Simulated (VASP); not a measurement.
# Pb (Fm-3m) in VASP: relaxation of cell and atoms with LDA

Aim: the relaxation of cell and atoms of Pb with LDA.

Everything below comes from runs of VASP 6.6.1. Logs are shortened: lines on timing, memory, paths and dates and some standing lists are left out, and cuts for length are marked.

## 1. The cell of the first run

It takes space group Fm-3m (No. 225, cubic). Conventional cell: a = 4.950 Å, b = 4.950 Å, c = 4.950 Å, α = 90.00°, β = 90.00°, γ = 90.00°. Within 4.6 Å of Pb (site symmetry m-3m) lie 12 Pb at 3.50 Å.

## 2. Relaxation of cell and atoms, LDA

INCAR reads:

```
ALGO     = Normal         # electronic algorithm
EDIFF    = 1E-6           # SCF threshold, eV
EDIFFG   = -0.002         # ionic threshold
ENCUT    = 600            # plane-wave cutoff, eV
GGA      = CA             # functional
IBRION   = 2              # ionic algorithm
ISIF     = 3              # what is computed and relaxed
ISMEAR   = -1             # smearing method
LASPH    = T              # aspherical terms in the spheres
LCHARG   = F              # write CHGCAR
LREAL    = F              # projectors in reciprocal space
LWAVE    = F              # write WAVECAR
NELM     = 60             # most SCF steps
NSW      = 100            # ionic steps
PREC     = Accurate       # precision mode
SIGMA    = 0.08           # smearing width, eV
```

KPOINTS reads:

```
k-points
0
Gamma
  20 20 20
```

POSCAR reads:

```
Pb
1.0
    0.0000000000      2.4750200000      2.4750200000
    2.4750200000      0.0000000000      2.4750200000
    2.4750200000      2.4750200000      0.0000000000
Pb
1
Direct
    0.0000000000      0.0000000000      0.0000000000
```

Potentials or basis: VASP PAW LDA potentials, release 64 (Pb_d).

Run with:

```
> cat potpaw_LDA.64/Pb_d/POTCAR > POTCAR
> mpirun -np 1 vasp_std > vasp.out
```

OUTCAR:

```text
EDIFF = 1E-6
   EDIFFG = -0.002
   ENCUT = 600
   GGA = CA
   IBRION = 2
   ISIF = 3
   ISMEAR = -1
   LASPH = T
   LREAL = F
   NELM = 60
   NSW = 100
   PREC = Accurate

 ion  position               nearest neighbor table
   1  0.000  0.000  0.000-

  LATTYP: Found a face centered cubic cell.
 ALAT       =     4.9500400000

  Lattice vectors:

 A1 = (   0.0000000000,   2.4750200000,   2.4750200000)
 A2 = (   2.4750200000,   0.0000000000,   2.4750200000)
 A3 = (   2.4750200000,   2.4750200000,   0.0000000000)

Analysis of symmetry for initial positions (statically):
=====================================================================
 Subroutine PRICEL returns:
 Original cell was already a primitive cell.

 Routine SETGRP: Setting up the symmetry group for a
 face centered cubic supercell.

 Subroutine GETGRP returns: Found 48 space group operations
 (whereof 48 operations were pure point group operations)
 out of a pool of 48 trial point group operations.

The static configuration has the point symmetry O_h .

Analysis of symmetry for dynamics (positions and initial velocities):
=====================================================================
 Subroutine PRICEL returns:
 Original cell was already a primitive cell.

 Routine SETGRP: Setting up the symmetry group for a
 face centered cubic supercell.

 Subroutine GETGRP returns: Found 48 space group operations
 (whereof 48 operations were pure point group operations)
 out of a pool of 48 trial point group operations.

The dynamic configuration has the point symmetry O_h .

 Subroutine INISYM returns: Found 48 space group operations
 (whereof 48 operations are pure point group operations),
 and found     1 'primitive' translations

----------------------------------------------------------------------------------------

                                     Primitive cell

  volume of cell :      30.3226

  direct lattice vectors                    reciprocal lattice vectors
     0.000000000  2.475020000  2.475020000    -0.202018570  0.202018570  0.202018570
     2.475020000  0.000000000  2.475020000     0.202018570 -0.202018570  0.202018570
     2.475020000  2.475020000  0.000000000     0.202018570  0.202018570 -0.202018570

  length of vectors
     3.500206851  3.500206851  3.500206851     0.349906427  0.349906427  0.349906427

  position of ions in fractional coordinates (direct lattice)
     0.000000000  0.000000000  0.000000000

  ion indices of the primitive-cell ions
   primitive index   ion index
                 1           1

----------------------------------------------------------------------------------------

 KPOINTS: k-points

Automatic generation of k-mesh.
 Grid dimensions read from file:
 generate k-points for:   20   20   20

 Generating k-lattice:

  Cartesian coordinates                     Fractional coordinates (reciprocal lattice)
    -0.010100928  0.010100928  0.010100928     0.050000000  0.000000000  0.000000000
     0.010100928 -0.010100928  0.010100928     0.000000000  0.050000000  0.000000000
     0.010100928  0.010100928 -0.010100928     0.000000000  0.000000000  0.050000000

  Length of vectors
     0.017495321  0.017495321  0.017495321

  Shift w.r.t. Gamma in fractional coordinates (k-lattice)
     0.000000000  0.000000000  0.000000000

 Subroutine IBZKPT returns following result:
 ===========================================

 Found    256 irreducible k-points:

 Following reciprocal coordinates:
            Coordinates               Weight
  0.000000  0.000000  0.000000      1.000000
  0.050000  0.000000  0.000000      8.000000
  0.100000  0.000000  0.000000      8.000000
  0.150000  0.000000  0.000000      8.000000
  0.200000  0.000000  0.000000      8.000000
  0.250000  0.000000  0.000000      8.000000
[... 16 lines left out ...]
 -0.400000  0.050000  0.000000     24.000000
 -0.350000  0.050000  0.000000     24.000000
 [... further k-points ...]
   k-points           NKPTS =    256   k-points in BZ     NKDIM =    256   number of bands    NBANDS=     11
   number of dos      NEDOS =    301   number of ions     NIONS =      1
   total plane-waves  NPLWV =  21952
   dimension x,y,z NGX =    28 NGY =   28 NGZ =   28
   dimension x,y,z NGXF=    56 NGYF=   56 NGZF=   56
   ions per type =               1
   NGX,Y,Z   is equivalent  to a cutoff of  13.30, 13.30, 13.30 a.u.
   NGXF,Y,Z  is equivalent  to a cutoff of  26.60, 26.60, 26.60 a.u.
 SYSTEM =  unknown system
   PREC   = accura    normal or accurate (medium, high low for compatibility)
   ISTART =      0    job   : 0-new  1-cont  2-samecut
   ICHARG =      2    charge: 1-file 2-atom 10-const
   ISPIN  =      1    spin polarized calculation?
   LNONCOLLINEAR =      F non collinear calculations
   LSORBIT =      F    spin-orbit coupling
   LASPH  =      T    aspherical Exc in radial PAW
   ENCUT  =  600.0 eV  44.10 Ry    6.64 a.u.   6.99  6.99  6.99*2*pi/ulx,y,z
   NELM   =     60;   NELMIN=  2; NELMDL= -5     # of ELM steps
   EDIFF  = 0.1E-05   stopping-criterion for ELM
   LREAL  =      F    real-space projection
   EDIFFG = -.2E-02   stopping-criterion for IOM
   NSW    =    100    number of steps for IOM
   IBRION =      2    ionic relax: 0-MD 1-quasi-New 2-CG
   NFREE  =      1    steps in history (QN), initial steepest desc. (CG)
   ISIF   =      3    stress and relaxation
   ISYM   =      2    0-nonsym 1-usesym 2-fastsym
   POTIM  = 0.5000    time-step for ionic-motion
   TEBEG  =    0.0;   TEEND  =   0.0 temperature during run
   PSTRESS=    0.0 pullay stress
   NELECT =      14.0000    total number of electrons
   NUPDOWN=      -1.0000    fix difference up-down
   EMIN   =  10.00;   EMAX   =-10.00  energy-range for DOS
   EFERMI =   0.00;   METHOD = LEGACY
   ISMEAR =    -1;   SIGMA  =   0.08  broadening in eV -4-tet -1-fermi 0-gaus
   EFERMI_NEDOS =   21; number of points for ismear=-14 and -15
   IALGO  =     38    algorithm
   IMIX   =      4    mixing-type and parameters
     AMIX     =   0.40;   BMIX     =  1.00
     AMIX_MAG =   1.60;   BMIX_MAG =  1.00
  volume/ion in A,a.u.               =      30.32       204.63
  Fermi-wavevector in a.u.,A,eV,Ry     =   1.265306  2.391081 21.782907  1.600999
  Thomas-Fermi vector in A             =   2.398566
   LORBIT       =      0    0 simple, 1 ext, 2 COOP (PROOUT), +10 PAW based schemes
   GGA     = CA    functional components
   LHFCALC =     F    Hartree Fock is set to
   AEXX    =    0.0000 exact exchange contribution
   IVDW    =     0    specifies the selected vdW correction
   LEPSILON=     F    determine dielectric tensor
   LRPA    =     F    only Hartree local field effects (RPA)
 conjugate gradient relaxation of ions
 non-spin polarized calculation
  energy-cutoff  :      600.00
  volume of cell :       30.32
 maximum number of plane-waves:      1036
   NGX = 13   NGY = 13   NGZ = 13

--------------------------------------- Ionic step        1  -------------------------------------------

 number of electron      13.9999999 magnetization

 Free energy of the ion-electron system (eV)
  ---------------------------------------------------
  ext. energy  EPLUGINS =         0.00000000
  ---------------------------------------------------
  free energy    TOTEN  =        -4.25237024 eV

  energy without entropy =       -4.24162651  energy(sigma->0) =       -4.24699837

------------------------ aborting loop because EDIFF is reached ----------------------------------------

  FORCE on cell =-STRESS in cart. coord.  units (eV):
  Direction    XX          YY          ZZ          XY          YZ          ZX
  --------------------------------------------------------------------------------------
  -------------------------------------------------------------------------------------
  Total       -0.3579073     -0.3579073     -0.3579073      0.0000000      0.0000000      0.0000000
  in kB      -18.9110236    -18.9110236    -18.9110236      0.0000000      0.0000000      0.0000000
  external PRESSURE =     -18.9110236 kB  Pullay stress =       0.0000000 kB
[... 90 lines left out ...]
  energy  without entropy=       -4.2492013654  energy(sigma->0) =       -4.25437168

--------------------------------------- Ionic step        4  -------------------------------------------

 number of electron      13.9999999 magnetization

 Free energy of the ion-electron system (eV)
  ---------------------------------------------------
  ext. energy  EPLUGINS =         0.00000000
  ---------------------------------------------------
  free energy    TOTEN  =        -4.25954013 eV

  energy without entropy =       -4.24920741  energy(sigma->0) =       -4.25437377

 E-fermi :   7.5199     XC(G=0): -10.6484

 val. band max:        7.4975425508   @ k =  -0.2000   0.3500   0.1500
 cond. band min:       7.5372383027   @ k =  -0.3000   0.3000   0.1000
 fundamental gap:      0.0396957519
 Fermi energy:         7.5198909381

 k-point     1 :       0.0000    0.0000    0.0000
  band No.  band energies     occupation
      1      -9.5700      2.00000
      2      -9.5700      2.00000
      3      -9.5700      2.00000
      4      -9.4089      2.00000
      5      -9.4089      2.00000
      6      -4.5756      2.00000
      7      15.1394      0.00000
      8      15.1394      0.00000
      9      15.1394      0.00000
     10      17.3185      0.00000
     11      19.4546      0.00000
[... 309 lines left out ...]
 k-point    24 :      -0.3500    0.0500    0.0000
  band No.  band energies     occupation
      1      -9.5955      2.00000
      2      -9.5448      2.00000
      3      -9.5405      2.00000
      4      -9.3116      2.00000
      5      -9.2887      2.00000
      6      -1.9150      2.00000
      7       5.1008      2.00000
      8      12.6855      0.00000
      9      13.7023      0.00000
     10      16.7851      0.00000
     11      17.9060      0.00000

 [... further k-points ...]
[... 5 lines left out ...]
  --------------------------------------------------------------------------------------
  -------------------------------------------------------------------------------------
  Total       -0.0008800     -0.0008800     -0.0008800     -0.0000000      0.0000000      0.0000000
  in kB       -0.0484035     -0.0484035     -0.0484035     -0.0000000      0.0000000      0.0000000
  external PRESSURE =      -0.0484035 kB  Pullay stress =       0.0000000 kB
[... 16 lines left out ...]
  FREE ENERGIE OF THE ION-ELECTRON SYSTEM (eV)
  ---------------------------------------------------
  free  energy   TOTEN  =        -4.2595401255 eV

  energy  without entropy=       -4.2492074138  energy(sigma->0) =       -4.25437377

 reached required accuracy - stopping structural energy minimisation
```

Run time: 1.7 min. Hardware: 1 thread of Intel Xeon Platinum 8488C (Sapphire Rapids), shared host; peak memory 0.23 GiB.

Results:

```yaml
Free_energy: -4.2595 eV
Relaxed_volume: 29.13 Å³/atom
Relaxed_cell: a = 3.454 Å, b = 3.454 Å, c = 3.454 Å, α = 60.00°, β = 60.00°, γ = 60.00°
Space_group_after_relaxing_to_0.1_Å: Fm-3m (No. 225)
Energy_gained_by_relaxing: 7.2 meV/atom
Ionic_steps: 4
Pressure_after_relaxing: 0.0 GPa
Band_gap_on_the_k_mesh: zero (bands 7 and 8 overlap by 9.40 eV)
```

Step by step:
| step | energy change (eV) | largest force (eV/Å) | pressure (GPa) | volume (Å³) |
| --- | --- | --- | --- | --- |
| 1 | 0.0000 | 0.0000 | -1.89 | 30.32 |
| 2 | -0.0064 | 0.0000 | 0.71 | 28.78 |
| 3 | -0.0072 | 0.0000 | -0.02 | 29.15 |
| 4 | -0.0072 | 0.0000 | 0.00 | 29.13 |

Final structure:
```
Pb
1.0
     0.00000    2.44205    2.44205
     2.44205    0.00000    2.44205
     2.44205    2.44205    0.00000
Pb
1
Direct
  0.00000 0.00000 0.00000
```

Caveat: spin-orbit coupling is left out, which moves the levels of the heavy elements.

The gap in the log of VASP goes by the Fermi energy; the results here count the filled bands.